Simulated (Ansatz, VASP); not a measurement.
Two plane-wave programs on ScAl2N3

```
Sc Al N
1.0
     2.52691   -2.71623    0.00000
     2.52691    2.71623    0.00000
     0.00000    0.00000    5.90531
Sc Al N
1 2 3
Cartesian
  0.0000 0.0000 0.0000
  1.2635 1.3581 2.9527
  1.2635 -1.3581 2.9527
  2.5269 -0.6117 0.0000
  2.5269 0.6117 0.0000
  2.5269 0.0000 2.9527
```

Alike in both runs: functional PBE; k mesh 3 × 3 × 2; occupations gaussian, width 0.15 eV; no spin polarisation.

Ansatz relaxed the structure, and its values are those at the end. VASP's run is a single point on that final structure, the one shown.

```csv
,VASP,Ansatz
version,VASP 6.6.1,Ansatz 0.2.0
potentials or method,"VASP PAW PBE potentials, release 64 (Sc_sv, Al, N), cutoff 600 eV","scalar-relativistic, plane waves, PAW"
valence electrons in the cell,32,32
```

|  | VASP | Ansatz | Ansatz less VASP |
| --- | --- | --- | --- |
| gap on the k mesh at the Fermi level (eV) | none | none | - |
| pressure (GPa) | 0.2 | 0.0 | -0.21 |
| rms of the force components (eV/Å) | 0.076 | 0.001 | -0.0752 |

A gap of «none» marks a metal or a gap that the smearing closes.

The k mesh is coarse, so the values compare programs but aren't converged. Noted on VASP's run: the standard files for N, O and F lose accuracy on very short bonds.
